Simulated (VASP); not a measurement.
# InSe (P-6m2) in VASP: a series of runs

The runs below take InSe through single point, with revPBE+D3(BJ), PBE, LDA, PBEsol.

All numbers are computed with VASP 6.6.1; they aren't measurements. Logs are shortened: lines on timing, memory, paths and dates and some standing lists are left out, and cuts for length are marked.

## (1) The cell of the first run

Symmetry: P-6m2, No. 187, hexagonal system. The conventional cell has a = 4.019 Å, b = 4.019 Å, c = 16.403 Å, α = 90.00°, β = 90.00°, γ = 120.00°. Within 3.5 Å of In (site symmetry 3m) lie 3 Se at 2.66 Å and 1 In at 2.79 Å. In (site symmetry 3m) has 3 Se at 2.66 Å and 1 In at 2.79 Å within 3.5 Å. Se (site symmetry 3m) has 3 In at 2.66 Å within 3.5 Å. Within 3.5 Å of Se (site symmetry 3m) lie 3 In at 2.66 Å.

## (2) Single point, revPBE+D3(BJ)

The input, INCAR:

```
SYSTEM = InSe
ALGO = Normal
EDIFF = 1E-6
ENCUT = 520
GGA = RE
ISIF = 2
ISMEAR = -1
IVDW = 12
LASPH = .TRUE.
LCHARG = .FALSE.
LREAL = .FALSE.
LWAVE = .FALSE.
NBANDS = 48
NELM = 100
PREC = Accurate
SIGMA = 0.05
```

The input, KPOINTS:

```
k-points
0
G
  8 8 2
  0 0 0
```

The input, POSCAR:

```
InSe
1.0
    4.0194901884      0.0000000000      0.0000000000
   -2.0097450942      3.4809806134      0.0000000000
    0.0000000000      0.0000000000     16.4025747667
In Se
4 4
Direct
    0.3333333333      0.6666666667      0.0849564729
    0.3333333333      0.6666666667      0.9150435271
    0.0000000000      0.0000000000      0.4150520600
    0.0000000000      0.0000000000      0.5849479400
    0.3333333333      0.6666666667      0.3362801823
    0.3333333333      0.6666666667      0.6637198177
    0.6666666667      0.3333333333      0.1639332331
    0.6666666667      0.3333333333      0.8360667669
```

Potentials or basis: VASP PAW PBE potentials, release 64 (In_d, Se).

Launch:

```bash
cat potpaw_PBE.64/In_d/POTCAR potpaw_PBE.64/Se/POTCAR > POTCAR
mpirun -np 1 vasp_std > vasp.out
```

OUTCAR:

```text
SYSTEM = InSe
   EDIFF = 1E-6
   ENCUT = 520
   GGA = RE
   ISIF = 2
   ISMEAR = -1
   IVDW = 12
   LASPH = .TRUE.
   LREAL = .FALSE.
   NELM = 100
   PREC = Accurate
 IVDW          = 12

 ion  position               nearest neighbor table
   1  0.333  0.667  0.085-   7 2.66   7 2.66   7 2.66   2 2.79
   2  0.333  0.667  0.915-   8 2.66   8 2.66   8 2.66   1 2.79
   3  0.000  0.000  0.415-   5 2.66   5 2.66   5 2.66   4 2.79
   4  0.000  0.000  0.585-   6 2.66   6 2.66   6 2.66   3 2.79
   5  0.333  0.667  0.336-   3 2.66   3 2.66   3 2.66
   6  0.333  0.667  0.664-   4 2.66   4 2.66   4 2.66
   7  0.667  0.333  0.164-   1 2.66   1 2.66   1 2.66
   8  0.667  0.333  0.836-   2 2.66   2 2.66   2 2.66

  LATTYP: Found a hexagonal cell.
 ALAT       =     4.0194901884
 C/A-ratio  =     4.0807599964

  Lattice vectors:

 A1 = (   4.0194901884,   0.0000000000,   0.0000000000)
 A2 = (  -2.0097450942,   3.4809806134,   0.0000000000)
 A3 = (   0.0000000000,   0.0000000000,  16.4025747667)

Analysis of symmetry for initial positions (statically):
=====================================================================
 Subroutine PRICEL returns:
 Original cell was already a primitive cell.

 Routine SETGRP: Setting up the symmetry group for a
 hexagonal supercell.

 Subroutine GETGRP returns: Found 12 space group operations
 (whereof 12 operations were pure point group operations)
 out of a pool of 24 trial point group operations.

The static configuration has the point symmetry D_3h.

Analysis of symmetry for dynamics (positions and initial velocities):
=====================================================================
 Subroutine PRICEL returns:
 Original cell was already a primitive cell.

 Routine SETGRP: Setting up the symmetry group for a
 hexagonal supercell.

 Subroutine GETGRP returns: Found 12 space group operations
 (whereof 12 operations were pure point group operations)
 out of a pool of 24 trial point group operations.

The dynamic configuration has the point symmetry D_3h.

 Subroutine INISYM returns: Found 12 space group operations
 (whereof 12 operations are pure point group operations),
 and found     1 'primitive' translations

----------------------------------------------------------------------------------------

                                     Primitive cell

  volume of cell :     229.5010

  direct lattice vectors                    reciprocal lattice vectors
     4.019490188  0.000000000  0.000000000     0.248787770  0.143637686  0.000000000
    -2.009745094  3.480980613  0.000000000     0.000000000  0.287275372  0.000000000
     0.000000000  0.000000000 16.402574767     0.000000000  0.000000000  0.060966038

  length of vectors
     4.019490188  4.019490188 16.402574767     0.287275372  0.287275372  0.060966038

  position of ions in fractional coordinates (direct lattice)
     0.333333333  0.666666667  0.084956473
     0.333333333  0.666666667  0.915043527
     0.000000000  0.000000000  0.415052060
     0.000000000  0.000000000  0.584947940
     0.333333333  0.666666667  0.336280182
     0.333333333  0.666666667  0.663719818
     0.666666667  0.333333333  0.163933233
     0.666666667  0.333333333  0.836066767

  ion indices of the primitive-cell ions
   primitive index   ion index
                 1           1
                 2           2
                 3           3
                 4           4
                 5           5
                 6           6
                 7           7
                 8           8

----------------------------------------------------------------------------------------

 KPOINTS: k-points

Automatic generation of k-mesh.
 Grid dimensions read from file:
 generate k-points for:    8    8    2

 Generating k-lattice:

  Cartesian coordinates                     Fractional coordinates (reciprocal lattice)
     0.031098471  0.017954711  0.000000000     0.125000000  0.000000000  0.000000000
     0.000000000  0.035909421  0.000000000     0.000000000  0.125000000  0.000000000
     0.000000000  0.000000000  0.030483019     0.000000000  0.000000000  0.500000000

  Length of vectors
     0.035909421  0.035909421  0.030483019

  Shift w.r.t. Gamma in fractional coordinates (k-lattice)
     0.000000000  0.000000000  0.000000000

 Subroutine IBZKPT returns following result:
 ===========================================

 Found     20 irreducible k-points:

 Following reciprocal coordinates:
            Coordinates               Weight
  0.000000  0.000000  0.000000      1.000000
  0.125000 -0.000000  0.000000      6.000000
  0.250000 -0.000000  0.000000      6.000000
  0.375000  0.000000  0.000000      6.000000
  0.500000 -0.000000  0.000000      3.000000
  0.125000  0.125000  0.000000      6.000000
[... 12 lines left out ...]
  0.250000  0.250000  0.500000      6.000000
  0.375000  0.250000  0.500000      6.000000
   k-points           NKPTS =     20   k-points in BZ     NKDIM =     20   number of bands    NBANDS=     48
   number of dos      NEDOS =    301   number of ions     NIONS =      8
   total plane-waves  NPLWV = 113400
   dimension x,y,z NGX =    30 NGY =   30 NGZ =  126
   dimension x,y,z NGXF=    60 NGYF=   60 NGZF=  252
   ions per type =               4   4
   NGX,Y,Z   is equivalent  to a cutoff of  12.41, 12.41, 12.77 a.u.
   NGXF,Y,Z  is equivalent  to a cutoff of  24.82, 24.82, 25.54 a.u.
 SYSTEM =  InSe
   PREC   = accura    normal or accurate (medium, high low for compatibility)
   ISTART =      0    job   : 0-new  1-cont  2-samecut
   ICHARG =      2    charge: 1-file 2-atom 10-const
   ISPIN  =      1    spin polarized calculation?
   LNONCOLLINEAR =      F non collinear calculations
   LSORBIT =      F    spin-orbit coupling
   LASPH  =      T    aspherical Exc in radial PAW
   ENCUT  =  520.0 eV  38.22 Ry    6.18 a.u.   7.47  7.47 30.50*2*pi/ulx,y,z
   NELM   =    100;   NELMIN=  2; NELMDL= -5     # of ELM steps
   EDIFF  = 0.1E-05   stopping-criterion for ELM
   LREAL  =      F    real-space projection
   EDIFFG = 0.1E-04   stopping-criterion for IOM
   NSW    =      0    number of steps for IOM
   IBRION =     -1    ionic relax: 0-MD 1-quasi-New 2-CG
   NFREE  =      0    steps in history (QN), initial steepest desc. (CG)
   ISIF   =      2    stress and relaxation
   ISYM   =      2    0-nonsym 1-usesym 2-fastsym
   POTIM  = 0.5000    time-step for ionic-motion
   TEBEG  =    0.0;   TEEND  =   0.0 temperature during run
   PSTRESS=    0.0 pullay stress
   NELECT =      76.0000    total number of electrons
   NUPDOWN=      -1.0000    fix difference up-down
   EMIN   =  10.00;   EMAX   =-10.00  energy-range for DOS
   EFERMI =   0.00;   METHOD = LEGACY
   ISMEAR =    -1;   SIGMA  =   0.05  broadening in eV -4-tet -1-fermi 0-gaus
   EFERMI_NEDOS =   21; number of points for ismear=-14 and -15
   IALGO  =     38    algorithm
   IMIX   =      4    mixing-type and parameters
     AMIX     =   0.40;   BMIX     =  1.00
     AMIX_MAG =   1.60;   BMIX_MAG =  1.00
  volume/ion in A,a.u.               =      28.69       193.59
  Fermi-wavevector in a.u.,A,eV,Ry     =   1.132621  2.140343 17.453957  1.282830
  Thomas-Fermi vector in A             =   2.269322
   LORBIT       =      0    0 simple, 1 ext, 2 COOP (PROOUT), +10 PAW based schemes
   GGA     = RE    functional components
   LHFCALC =     F    Hartree Fock is set to
   AEXX    =    0.0000 exact exchange contribution
   IVDW    =    12    specifies the selected vdW correction
   LEPSILON=     F    determine dielectric tensor
   LRPA    =     F    only Hartree local field effects (RPA)
 non-spin polarized calculation
  energy-cutoff  :      520.00
  volume of cell :      229.50
 maximum number of plane-waves:      6223
 NGX is ok and might be reduce to    30
   NGX = 15   NGY = 15   NGZ = 61

 number of electron      76.0000006 magnetization

 Free energy of the ion-electron system (eV)
  ---------------------------------------------------
  ext. energy  EPLUGINS =         0.00000000
  ---------------------------------------------------
  free energy    TOTEN  =       -25.86834632 eV

  energy without entropy =      -25.86811114  energy(sigma->0) =      -25.86822873

 E-fermi :   4.6461     XC(G=0):  -8.8923

 val. band max:        4.4478172392   @ k =   0.0000   0.0000   0.0000
 cond. band min:       4.8214948378   @ k =   0.0000   0.0000   0.0000
 fundamental gap:      0.3736775985
 Fermi energy:         4.6460607632

 k-point     1 :       0.0000    0.0000    0.0000
  band No.  band energies     occupation
      1     -10.4640      2.00000
      2     -10.4518      2.00000
      3     -10.2775      2.00000
      4     -10.2775      2.00000
      5     -10.2646      2.00000
      6     -10.2646      2.00000
[... 40 lines left out ...]
     47       9.4648      0.00000
     48       9.8549      0.00000

 k-point     2 :       0.1250   -0.0000    0.0000
  band No.  band energies     occupation
      1     -10.4634      2.00000
      2     -10.4514      2.00000
      3     -10.3292      2.00000
      4     -10.3135      2.00000
      5     -10.2755      2.00000
      6     -10.2625      2.00000
[... 40 lines left out ...]
     47       9.1210      0.00000
     48       9.5306      0.00000

 k-point     3 :       0.2500   -0.0000    0.0000
  band No.  band energies     occupation
      1     -10.4869      2.00000
      2     -10.4739      2.00000
      3     -10.3997      2.00000
      4     -10.3835      2.00000
      5     -10.3614      2.00000
      6     -10.3399      2.00000
[... 856 lines left out ...]
     47       9.4086      0.00000
     48       9.5148      0.00000

 k-point    20 :       0.3750    0.2500    0.5000
  band No.  band energies     occupation
      1     -10.5721      2.00000
      2     -10.5623      2.00000
      3     -10.4737      2.00000
      4     -10.4647      2.00000
      5     -10.4061      2.00000
      6     -10.3934      2.00000
[... 40 lines left out ...]
     47       9.6346      0.00000
     48       9.7105      0.00000

------------------------ aborting loop because EDIFF is reached ----------------------------------------

 Edisp (eV)   -4.63393

 E8    (eV) :    -3.3122

  FORCE on cell =-STRESS in cart. coord.  units (eV):
  Direction    XX          YY          ZZ          XY          YZ          ZX
  --------------------------------------------------------------------------------------
  -------------------------------------------------------------------------------------
  Total       0.12217     0.12217     0.01669     0.00000     0.00000     0.00000
  in kB       0.85290     0.85290     0.11651     0.00000     0.00000     0.00000
  external pressure =        0.61 kB  Pullay stress =        0.00 kB

 VOLUME and BASIS-vectors are now :
 -----------------------------------------------------------------------------
  energy-cutoff  :      520.00
  volume of cell :      229.50
      direct lattice vectors                 reciprocal lattice vectors
     4.019490188  0.000000000  0.000000000     0.248787770  0.143637686  0.000000000
    -2.009745094  3.480980613  0.000000000     0.000000000  0.287275372  0.000000000
     0.000000000  0.000000000 16.402574767     0.000000000  0.000000000  0.060966038

 POSITION                                       TOTAL-FORCE (eV/Angst)
 -----------------------------------------------------------------------------------
     -0.00000      2.32065      1.39350        -0.000000     -0.000000     -0.013395
     -0.00000      2.32065     15.00907        -0.000000     -0.000000      0.013395
      0.00000      0.00000      6.80792         0.000000      0.000000      0.013445
      0.00000      0.00000      9.59465         0.000000      0.000000     -0.013445
     -0.00000      2.32065      5.51586        -0.000000     -0.000000     -0.017222
     -0.00000      2.32065     10.88671        -0.000000     -0.000000      0.017222
      2.00975      1.16033      2.68893        -0.000000      0.000000      0.016826
      2.00975      1.16033     13.71365        -0.000000      0.000000     -0.016826
 -----------------------------------------------------------------------------------
    total drift:                               -0.000000      0.000000     -0.000000

  FREE ENERGIE OF THE ION-ELECTRON SYSTEM (eV)
  ---------------------------------------------------
  free  energy   TOTEN  =       -30.5022751088 eV

  energy  without entropy=      -30.5020399236  energy(sigma->0) =      -30.50215752
```

Run time: 4.1 min. Hardware: 1 thread of AMD EPYC 7R13 (Zen 3), shared host; peak memory 0.4 GiB.

Results:

```
Free energy                : -30.5023 eV
Pressure                   : 0.1 GPa
Largest force              : 0.017 eV/Å
Band gap on the k mesh     : 0.37 eV, direct
Dispersion energy per atom : -0.579 eV
```

Forces on the atoms (eV/Å):
```
In   0.000  0.000 -0.013
In   0.000  0.000  0.013
In   0.000  0.000  0.013
In   0.000  0.000 -0.013
Se   0.000  0.000 -0.017
Se   0.000  0.000  0.017
Se   0.000  0.000  0.017
Se   0.000  0.000 -0.017
```

Caveat: the PAW data sets were made with another functional, which shifts forces and pressure a little; spin-orbit coupling is left out, which moves the levels of the heavy elements.

(Continued in part 2 of 3.)
